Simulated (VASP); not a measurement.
## ZnS: relaxation of cell and atoms with PBE

Crystal: ZnS.

```
Zn S
1.0
    -0.07047    0.03196    3.72104
     6.59755   -0.03639   -0.12097
    -0.03639    6.81959    0.05486
Zn S
4 4
Direct
  0.00386 0.67382 0.66275
  0.48845 0.15871 0.82495
  0.49682 0.82494 0.18242
  0.00061 0.33621 0.31961
  0.51466 0.81539 0.82179
  0.50313 0.19034 0.18965
  0.99410 0.68819 0.30930
  0.99837 0.31241 0.68953
```

```yaml
Program: VASP 6.6.1
Task: relaxation of cell and atoms
Functional: PBE
Potentials_or_basis: VASP PAW PBE potentials, release 64 (Zn, S)
Cutoff: 600 eV
k_mesh: 4 × 2 × 2
Occupations: gaussian, width 0.1 eV
Spin: no spin polarisation
Dipole_correction: no
Further_INCAR_settings: ALGO = Normal; EDIFF = 1e-06; IBRION = 2; EDIFFG = -0.025; NSW = 80; ISIF = 3
```

```json
{
 "Relaxed volume": "21.26 Å³/atom",
 "Relaxed cell": "a = 3.872 Å, b = 6.621 Å, c = 6.635 Å, α = 90.01°, β = 90.05°, γ = 89.97°",
 "Space group after relaxing (to 0.05 Å)": "Pnnm (No. 58)",
 "Energy gained by relaxing": "37.2 meV/atom",
 "Ionic steps": "15",
 "Pressure after relaxing": "0.0 GPa",
 "Largest force after relaxing": "0.023 eV/Å",
 "Band gap on the k mesh": "2.15 eV, direct"
}
```

Forces in eV/Å, atoms in the order of the input:
```
Zn   0.007  0.008 -0.021
Zn   0.008  0.001 -0.002
Zn  -0.003 -0.003  0.015
Zn   0.009  0.002 -0.001
S   -0.001 -0.001 -0.003
S   -0.020  0.008  0.000
S    0.002 -0.009 -0.004
S   -0.001 -0.005  0.015
```

The path:
```tsv
step	energy change (eV)	largest force (eV/Å)	pressure (GPa)	volume (Å³)
1	0.0000	0.8832	1.80	167.34
2	-0.2260	0.4371	-0.93	172.98
3	-0.2270	0.4471	-1.09	173.40
4	-0.2692	0.3093	-0.05	170.48
5	-0.2750	0.2434	0.47	169.06
6	-0.2891	0.1391	0.05	169.91
7	-0.2907	0.1660	-0.10	170.30
8	-0.2950	0.0643	-0.09	170.21
9	-0.2953	0.0660	-0.08	170.17
10	-0.2963	0.0361	0.05	169.81
11	-0.2963	0.0350	0.12	169.69
12	-0.2968	0.0413	0.01	170.03
13	-0.2969	0.0506	-0.12	170.25
14	-0.2969	0.0473	-0.07	170.18
15	-0.2973	0.0233	-0.03	170.10
```

Final structure:
```xyz
8
Lattice="0.0013 -0.0018 3.8723 6.6206 0.0003 0.0009 -0.0010 6.6351 -0.0024" Properties=species:S:1:pos:R:3 pbc="T T T"
Zn    4.4586    4.4884    0.0130
Zn    1.1461    5.4599    1.9303
Zn    5.4746    1.1737    1.9314
Zn    2.1599    2.1450    3.8676
S     5.3762    5.4140    1.9458
S     1.2473    1.2182    1.9311
S     4.5544    2.0954    3.8706
S     2.0675    4.5380    3.8657
```

Levels at points of the mesh, in eV from the valence-band top:
| k point | band 32 | band 33 | band 34 | band 35 | band 36 | band 37 | band 38 | band 39 | band 40 | band 41 |
| --- | --- | --- | --- | --- | --- | --- | --- | --- | --- | --- |
| (0.00, 0.00, 0.00) | -0.84 | -0.22 | -0.03 | -0.01 | 0.00 | 2.15 | 3.49 | 3.54 | 3.55 | 5.75 |
| (0.50, 0.00, 0.00) | -1.78 | -1.59 | -1.59 | -1.41 | -1.41 | 4.53 | 4.55 | 5.25 | 5.26 | 6.05 |
| (0.00, 0.50, 0.00) | -1.52 | -0.50 | -0.50 | -0.45 | -0.44 | 3.52 | 3.52 | 3.96 | 3.96 | 5.44 |
| (0.50, 0.50, 0.00) | -1.93 | -1.45 | -1.45 | -0.87 | -0.87 | 3.92 | 3.94 | 4.54 | 4.55 | 5.52 |
| (0.00, 0.00, 0.50) | -1.53 | -0.51 | -0.50 | -0.44 | -0.44 | 3.55 | 3.55 | 3.98 | 3.99 | 5.47 |
| (0.50, 0.00, 0.50) | -1.91 | -1.46 | -1.46 | -0.87 | -0.86 | 3.90 | 3.90 | 4.52 | 4.53 | 5.44 |
| (0.00, 0.50, 0.50) | -1.17 | -0.93 | -0.92 | -0.88 | -0.88 | 3.89 | 3.90 | 4.40 | 4.41 | 5.00 |
| (0.50, 0.50, 0.50) | -1.33 | -1.25 | -1.24 | -1.12 | -1.12 | 3.23 | 3.23 | 4.29 | 4.29 | 4.57 |

Run time: 9.4 min on 1 thread of Intel(R) Xeon(R) 6975P-C (Granite Rapids), on a shared host, peak memory 0.32 GiB.

Caveat: the k points lie up to 0.47 Å⁻¹ apart in the final cell. As with any semilocal functional, this PBE gap is likely too small.
